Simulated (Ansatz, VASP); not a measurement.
Two plane-wave programs on MgO

POSCAR

```
MgO
1.0
    0.0000000000      2.1433978369      2.1433978369
    2.1433978369      0.0000000000      2.1433978369
    2.1433978369      2.1433978369      0.0000000000
Mg O
1 1
Direct
    0.0000000000      0.0000000000      0.0000000000
    0.5000000000      0.5000000000      0.5000000000
```

File INCAR.step1:

```
SYSTEM = MgO
  PREC = Accurate
  ENCUT = 660
  ISMEAR = 0
  SIGMA = 0.02
  LREAL = .FALSE.
  LASPH = .TRUE.
  NELM = 120
  NBANDS = 15
  GGA = PE
  ALGO = Normal
  EDIFF = 1E-5
  LWAVE = .TRUE.
  LCHARG = .FALSE.
  GGA_COMPAT = .FALSE.
```

The input INCAR.step2:

```
SYSTEM = MgO
  PREC = Accurate
  ENCUT = 660
  EDIFF = 1E-6
  ISMEAR = 0
  SIGMA = 0.02
  LREAL = .FALSE.
  LASPH = .TRUE.
  NELM = 120
  ALGO = Normal
  ISIF = 2
  LWAVE = .FALSE.
  LCHARG = .FALSE.
  METAGGA = R2SCAN
  LMIXTAU = .TRUE.
  NBANDS = 15
  ISTART = 1
  GGA_COMPAT = .FALSE.
```

KPOINTS

```
Automatic mesh
0
G
  10 10 10
  0 0 0
```

Input for Ansatz:

```yaml
crystal:
  lattice:
    - [0.0, 2.1433978369, 2.1433978369]
    - [2.1433978369, 0.0, 2.1433978369]
    - [2.1433978369, 2.1433978369, 0.0]
  atoms:
    - { symbol: Mg, position: [0.0, 0.0, 0.0] }
    - { symbol: O, position: [0.5, 0.5, 0.5] }
basis:
  ecutwfc: 500
kpoints:
  mp_grid: { grid: [10, 10, 10] }
hamiltonian:
  xc: r2scan
scf:
  occupations: { method: gaussian, width: 0.02 }
output:
  forces: true
  stress: true
  eigenvalues: true
```

Alike in both runs: task single point; functional r2SCAN; k mesh 10 × 10 × 10; occupations gaussian, width 0.02 eV; no spin polarisation.

|  | VASP | Ansatz |
| --- | --- | --- |
| version | VASP 6.6.1 | Ansatz 0.2.0 |
| potentials or method | VASP PAW PBE potentials, release 64 (Mg_sv, O), cutoff 660 eV | scalar-relativistic, plane waves, PAW |
| valence electrons in the cell | 16 | 16 |

Ansatz gave:

```
gap on the k mesh at the Fermi level (eV) : 5.11
least direct gap on the mesh (eV)         : 5.11
pressure (GPa)                            : -8.6
```

**Question.** Estimate VASP's values.

**Answer.** gap on the k mesh at the Fermi level (eV): 5.14; least direct gap on the mesh (eV): 5.14; pressure (GPa): -8.8.

VASP's potentials were made for PBE, not for r2SCAN. With one functional, cell and mesh, what is left measures potentials, basis and numerics.
